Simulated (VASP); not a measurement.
# AgI (F-43m) in VASP: notebook

Runs on AgI. Level: LDA. Tasks: relaxation of cell and atoms, single point.

All numbers are computed with VASP 6.6.1; they aren't measurements. Logs are shortened: lines on timing, memory, paths and dates and some standing lists are left out, and cuts for length are marked.

**1. The cell of the first run**

The structure is cubic, space group F-43m (No. 216). The conventional cell has a = 6.473 Å, b = 6.473 Å, c = 6.473 Å, α = 90.00°, β = 90.00°, γ = 90.00°. Within 3.7 Å of Ag (site symmetry -43m) lie 4 I at 2.80 Å. I (site symmetry -43m) has 4 Ag at 2.80 Å within 3.7 Å.

**2. Relaxation of cell and atoms, LDA**

File INCAR:

```
SYSTEM = AgI
  PREC = Accurate
  ENCUT = 500
  EDIFF = 1E-7
  ISMEAR = -1
  SIGMA = 0.1
  LREAL = .False.
  LASPH = .True.
  NELM = 120
  ALGO = Normal
  ISIF = 3
  LWAVE = .False.
  LCHARG = .False.
  GGA = CA
  IBRION = 2
  NSW = 100
  EDIFFG = -0.002
  GGA_COMPAT = .False.
  NELMIN = 4
```

File KPOINTS:

```
regular mesh
0
Gamma
  14 14 14
  0 0 0
```

File POSCAR:

```
AgI
1.0
    0.0000000000      3.2365000000      3.2365000000
    3.2365000000      0.0000000000      3.2365000000
    3.2365000000      3.2365000000      0.0000000000
Ag I
1 1
Direct
    0.0000000000      0.0000000000      0.0000000000
    0.7500000000      0.7500000000      0.7500000000
```

Potentials or basis: VASP PAW LDA potentials, release 64 (Ag, I).

Launch:

```
cat potpaw_LDA.64/Ag/POTCAR potpaw_LDA.64/I/POTCAR > POTCAR
mpirun -np 1 vasp_std > vasp.out
```

OUTCAR:

```text
SYSTEM = AgI
   PREC = Accurate
   ENCUT = 500
   EDIFF = 1E-7
   ISMEAR = -1
   LREAL = .False.
   LASPH = .True.
   NELM = 120
   ISIF = 3
   GGA = CA
   IBRION = 2
   NSW = 100
   EDIFFG = -0.002
   NELMIN = 4

 ion  position               nearest neighbor table
   1  0.000  0.000  0.000-   2 2.80   2 2.80   2 2.80   2 2.80
   2  0.750  0.750  0.750-   1 2.80   1 2.80   1 2.80   1 2.80

  LATTYP: Found a face centered cubic cell.
 ALAT       =     6.4730000000

  Lattice vectors:

 A1 = (   0.0000000000,   3.2365000000,   3.2365000000)
 A2 = (   3.2365000000,   0.0000000000,   3.2365000000)
 A3 = (   3.2365000000,   3.2365000000,   0.0000000000)

Analysis of symmetry for initial positions (statically):
=====================================================================
 Subroutine PRICEL returns:
 Original cell was already a primitive cell.

 Routine SETGRP: Setting up the symmetry group for a
 face centered cubic supercell.

 Subroutine GETGRP returns: Found 24 space group operations
 (whereof 24 operations were pure point group operations)
 out of a pool of 48 trial point group operations.

The static configuration has the point symmetry T_d .

Analysis of symmetry for dynamics (positions and initial velocities):
=====================================================================
 Subroutine PRICEL returns:
 Original cell was already a primitive cell.

 Routine SETGRP: Setting up the symmetry group for a
 face centered cubic supercell.

 Subroutine GETGRP returns: Found 24 space group operations
 (whereof 24 operations were pure point group operations)
 out of a pool of 48 trial point group operations.

The dynamic configuration has the point symmetry T_d .

 Subroutine INISYM returns: Found 24 space group operations
 (whereof 24 operations are pure point group operations),
 and found     1 'primitive' translations

----------------------------------------------------------------------------------------

                                     Primitive cell

  volume of cell :      67.8042

  direct lattice vectors                    reciprocal lattice vectors
     0.000000000  3.236500000  3.236500000    -0.154487873  0.154487873  0.154487873
     3.236500000  0.000000000  3.236500000     0.154487873 -0.154487873  0.154487873
     3.236500000  3.236500000  0.000000000     0.154487873  0.154487873 -0.154487873

  length of vectors
     4.577102195  4.577102195  4.577102195     0.267580845  0.267580845  0.267580845

  position of ions in fractional coordinates (direct lattice)
     0.000000000  0.000000000  0.000000000
     0.750000000  0.750000000  0.750000000

  ion indices of the primitive-cell ions
   primitive index   ion index
                 1           1
                 2           2

----------------------------------------------------------------------------------------

 KPOINTS: regular mesh

Automatic generation of k-mesh.
 Grid dimensions read from file:
 generate k-points for:   14   14   14

 Generating k-lattice:

  Cartesian coordinates                     Fractional coordinates (reciprocal lattice)
    -0.011034848  0.011034848  0.011034848     0.071428571  0.000000000  0.000000000
     0.011034848 -0.011034848  0.011034848     0.000000000  0.071428571  0.000000000
     0.011034848  0.011034848 -0.011034848     0.000000000  0.000000000  0.071428571

  Length of vectors
     0.019112917  0.019112917  0.019112917

  Shift w.r.t. Gamma in fractional coordinates (k-lattice)
     0.000000000  0.000000000  0.000000000

 Subroutine IBZKPT returns following result:
 ===========================================

 Found    104 irreducible k-points:

 Following reciprocal coordinates:
            Coordinates               Weight
  0.000000  0.000000  0.000000      1.000000
  0.071429  0.000000  0.000000      8.000000
  0.142857  0.000000  0.000000      8.000000
  0.214286  0.000000  0.000000      8.000000
  0.285714  0.000000  0.000000      8.000000
  0.357143  0.000000  0.000000      8.000000
[... 16 lines left out ...]
  0.214286  0.142857  0.000000     24.000000
  0.285714  0.142857  0.000000     24.000000
 [... further k-points ...]
   k-points           NKPTS =    104   k-points in BZ     NKDIM =    104   number of bands    NBANDS=     13
   number of dos      NEDOS =    301   number of ions     NIONS =      2
   total plane-waves  NPLWV =  46656
   dimension x,y,z NGX =    36 NGY =   36 NGZ =   36
   dimension x,y,z NGXF=    72 NGYF=   72 NGZF=   72
   ions per type =               1   1
   NGX,Y,Z   is equivalent  to a cutoff of  13.08, 13.08, 13.08 a.u.
   NGXF,Y,Z  is equivalent  to a cutoff of  26.15, 26.15, 26.15 a.u.
 SYSTEM =  AgI
   PREC   = accura    normal or accurate (medium, high low for compatibility)
   ISTART =      0    job   : 0-new  1-cont  2-samecut
   ICHARG =      2    charge: 1-file 2-atom 10-const
   ISPIN  =      1    spin polarized calculation?
   LNONCOLLINEAR =      F non collinear calculations
   LSORBIT =      F    spin-orbit coupling
   LASPH  =      T    aspherical Exc in radial PAW
   ENCUT  =  500.0 eV  36.75 Ry    6.06 a.u.   8.35  8.35  8.35*2*pi/ulx,y,z
   NELM   =    120;   NELMIN=  4; NELMDL= -5     # of ELM steps
   EDIFF  = 0.1E-06   stopping-criterion for ELM
   LREAL  =      F    real-space projection
   EDIFFG = -.2E-02   stopping-criterion for IOM
   NSW    =    100    number of steps for IOM
   IBRION =      2    ionic relax: 0-MD 1-quasi-New 2-CG
   NFREE  =      1    steps in history (QN), initial steepest desc. (CG)
   ISIF   =      3    stress and relaxation
   ISYM   =      2    0-nonsym 1-usesym 2-fastsym
   POTIM  = 0.5000    time-step for ionic-motion
   TEBEG  =    0.0;   TEEND  =   0.0 temperature during run
   PSTRESS=    0.0 pullay stress
   NELECT =      18.0000    total number of electrons
   NUPDOWN=      -1.0000    fix difference up-down
   EMIN   =  10.00;   EMAX   =-10.00  energy-range for DOS
   EFERMI =   0.00;   METHOD = LEGACY
   ISMEAR =    -1;   SIGMA  =   0.10  broadening in eV -4-tet -1-fermi 0-gaus
   EFERMI_NEDOS =   21; number of points for ismear=-14 and -15
   IALGO  =     38    algorithm
   IMIX   =      4    mixing-type and parameters
     AMIX     =   0.40;   BMIX     =  1.00
     AMIX_MAG =   1.60;   BMIX_MAG =  1.00
  volume/ion in A,a.u.               =      33.90       228.78
  Fermi-wavevector in a.u.,A,eV,Ry     =   1.052156  1.988286 15.062083  1.107032
  Thomas-Fermi vector in A             =   2.187227
   LORBIT       =      0    0 simple, 1 ext, 2 COOP (PROOUT), +10 PAW based schemes
   GGA     = CA    functional components
   LHFCALC =     F    Hartree Fock is set to
   AEXX    =    0.0000 exact exchange contribution
   IVDW    =     0    specifies the selected vdW correction
   LEPSILON=     F    determine dielectric tensor
   LRPA    =     F    only Hartree local field effects (RPA)
 conjugate gradient relaxation of ions
 non-spin polarized calculation
  energy-cutoff  :      500.00
  volume of cell :       67.80
 maximum number of plane-waves:      1759
 NGX is ok and might be reduce to    36
   NGX = 17   NGY = 17   NGZ = 17

--------------------------------------- Ionic step        1  -------------------------------------------

 number of electron      17.9999998 magnetization

 Free energy of the ion-electron system (eV)
  ---------------------------------------------------
  ext. energy  EPLUGINS =         0.00000000
  ---------------------------------------------------
  free energy    TOTEN  =        -6.09780959 eV

  energy without entropy =       -6.09776401  energy(sigma->0) =       -6.09778680

------------------------ aborting loop because EDIFF is reached ----------------------------------------

  FORCE on cell =-STRESS in cart. coord.  units (eV):
  Direction    XX          YY          ZZ          XY          YZ          ZX
  --------------------------------------------------------------------------------------
  -------------------------------------------------------------------------------------
  Total       -0.8717465     -0.8717465     -0.8717465     -0.0000000     -0.0000000     -0.0000000
  in kB      -20.5988980    -20.5988980    -20.5988980     -0.0000000     -0.0000000     -0.0000000
  external PRESSURE =     -20.5988980 kB  Pullay stress =       0.0000000 kB
[... 165 lines left out ...]
  energy  without entropy=       -6.1241269349  energy(sigma->0) =       -6.12414645

--------------------------------------- Ionic step        6  -------------------------------------------

 number of electron      18.0000002 magnetization

 Free energy of the ion-electron system (eV)
  ---------------------------------------------------
  ext. energy  EPLUGINS =         0.00000000
  ---------------------------------------------------
  free energy    TOTEN  =        -6.12416653 eV

  energy without entropy =       -6.12412747  energy(sigma->0) =       -6.12414700

 E-fermi :   4.4344     XC(G=0):  -9.1617

 val. band max:        3.7149672937   @ k =   0.0000   0.0000   0.0000
 cond. band min:       4.8078903128   @ k =   0.0000   0.0000   0.0000
 fundamental gap:      1.0929230191
 Fermi energy:         4.4343563791

 k-point     1 :       0.0000    0.0000    0.0000
  band No.  band energies     occupation
      1      -9.5454      2.00000
      2      -0.9802      2.00000
      3      -0.9802      2.00000
      4      -0.9802      2.00000
      5       0.2702      2.00000
      6       0.2702      2.00000
      7       3.7150      1.99850
      8       3.7150      1.99850
      9       3.7150      1.99850
     10       4.8079      0.04662
     11       9.2259      0.00000
     12       9.2259      0.00000
     13       9.2259      0.00000
[... 353 lines left out ...]
 k-point    24 :       0.2857    0.1429    0.0000
  band No.  band energies     occupation
      1      -9.3408      2.00000
      2      -1.1182      2.00000
      3      -0.8309      2.00000
      4      -0.8185      2.00000
      5       0.2180      2.00000
      6       0.3045      2.00000
      7       1.8509      2.00000
      8       2.8922      2.00000
      9       2.9758      2.00000
     10       6.7223      0.00000
     11       8.3619      0.00000
     12       9.9384      0.00000
     13      10.2974      0.00000

 [... further k-points ...]
[... 5 lines left out ...]
  --------------------------------------------------------------------------------------
  -------------------------------------------------------------------------------------
  Total        0.0016426      0.0016426      0.0016426      0.0000000      0.0000000      0.0000000
  in kB        0.0411554      0.0411554      0.0411554      0.0000000      0.0000000      0.0000000
  external PRESSURE =       0.0411554 kB  Pullay stress =       0.0000000 kB
[... 17 lines left out ...]
  FREE ENERGIE OF THE ION-ELECTRON SYSTEM (eV)
  ---------------------------------------------------
  free  energy   TOTEN  =        -6.1241665269 eV

  energy  without entropy=       -6.1241274721  energy(sigma->0) =       -6.12414700

 reached required accuracy - stopping structural energy minimisation
```

It took 5.6 min on 1 thread of Intel Xeon Platinum 8259CL at 2.50GHz (Skylake/Cascade Lake), shared host; peak memory 0.25 GiB.

What came out:

| Property | Result |
| --- | --- |
| Free energy | -6.1242 eV |
| Relaxed volume | 31.97 Å³/atom |
| Relaxed cell | a = 4.489 Å, b = 4.489 Å, c = 4.489 Å, α = 60.00°, β = 60.00°, γ = 60.00° |
| Space group after relaxing (to 0.1 Å) | F-43m (No. 216) |
| Energy gained by relaxing | 13.2 meV/atom |
| Ionic steps | 6 |
| Pressure after relaxing | 0.0 GPa |
| Band gap on the k mesh | 1.09 eV |

Step by step:
| step | energy change (eV) | largest force (eV/Å) | pressure (GPa) | volume (Å³) |
| --- | --- | --- | --- | --- |
| 1 | 0.0000 | 0.0000 | -2.06 | 67.80 |
| 2 | -0.0261 | 0.0000 | 0.22 | 63.62 |
| 3 | -0.0264 | 0.0000 | -0.02 | 63.95 |
| 4 | -0.0263 | 0.0000 | 0.03 | 63.88 |
| 5 | -0.0264 | 0.0000 | 0.02 | 63.93 |
| 6 | -0.0264 | 0.0000 | 0.00 | 63.95 |

Final structure:
```cif
data_structure
_symmetry_space_group_name_H-M 'P 1'
_symmetry_Int_Tables_number 1
_cell_length_a 4.4886
_cell_length_b 4.4886
_cell_length_c 4.4886
_cell_angle_alpha 60.000
_cell_angle_beta 60.000
_cell_angle_gamma 60.000
_cell_volume 63.95
loop_
_atom_site_label
_atom_site_type_symbol
_atom_site_fract_x
_atom_site_fract_y
_atom_site_fract_z
_atom_site_occupancy
Ag1 Ag 0.00000 0.00000 0.00000 1
I1 I 0.75000 0.75000 0.75000 1
```

Caveat: spin-orbit coupling is left out, which moves the levels of the heavy elements.

(Part 1 of 2 ends here.)
